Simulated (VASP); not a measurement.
Write the native input for VASP 6.6.1 that does the following.

```yaml
Task: single point
Functional: PBE
Potentials_or_basis: VASP PAW PBE potentials, release 64 (Si, C)
Cutoff: 520 eV
k_mesh: 4 × 4 × 4
Occupations: gaussian, width 0.1 eV
Spin: no spin polarisation
Dipole_correction: no
Further_INCAR_settings: ALGO = Normal; EDIFF = 1e-07; NBANDS = 36
```

The structure of SiC lies in POSCAR:

```
SiC
1.0
    5.1604652900      0.0000000000      0.0000000000
    0.0000000000      5.1604652900      0.0000000000
    0.0000000000      0.0000000000      5.1604652900
Si C
6 6
Direct
    0.7500000000      0.5000000000      0.0000000000
    0.5000000000      0.0000000000      0.7500000000
    0.0000000000      0.7500000000      0.5000000000
    0.0000000000      0.2500000000      0.5000000000
    0.2500000000      0.5000000000      0.0000000000
    0.5000000000      0.0000000000      0.2500000000
    0.5000000000      0.7500000000      0.0000000000
    0.7500000000      0.0000000000      0.5000000000
    0.0000000000      0.5000000000      0.7500000000
    0.2500000000      0.0000000000      0.5000000000
    0.0000000000      0.5000000000      0.2500000000
    0.5000000000      0.2500000000      0.0000000000
```

The cell was built from a structure type or drawn by symmetry, and may not be a known phase.

One way to write it, as run:

INCAR

```
PREC     = Accurate       # precision mode
ENCUT    = 520            # plane-wave cutoff, eV
EDIFF    = 1E-7           # SCF threshold, eV
ISMEAR   = 0              # smearing method
SIGMA    = 0.1            # smearing width, eV
LREAL    = False          # projectors in reciprocal space
LASPH    = True           # aspherical terms in the spheres
NELM     = 100            # most SCF steps
ALGO     = Normal         # electronic algorithm
ISIF     = 2              # what is computed and relaxed
LWAVE    = False          # write WAVECAR
LCHARG   = False          # write CHGCAR
GGA      = PE             # functional
NBANDS   = 36             # bands
```

KPOINTS

```
Automatic mesh
0
Gamma
  4 4 4
```

Potentials or basis: VASP PAW PBE potentials, release 64 (Si, C).

The run is started by

```sh
$ cat potpaw_PBE.64/Si/POTCAR potpaw_PBE.64/C/POTCAR > POTCAR
$ mpirun -np 1 vasp_std > vasp.out
```

Results of the run:

```json
{"Pressure": "23.1 GPa", "Band gap on the k mesh": "2.06 eV (least direct gap 2.14 eV)"}
```

Caveat: the cell stands under pressure.

Wall time 2.1 min on 1 thread of Intel Xeon 8259CL, on a shared host, peak memory 0.24 GiB.
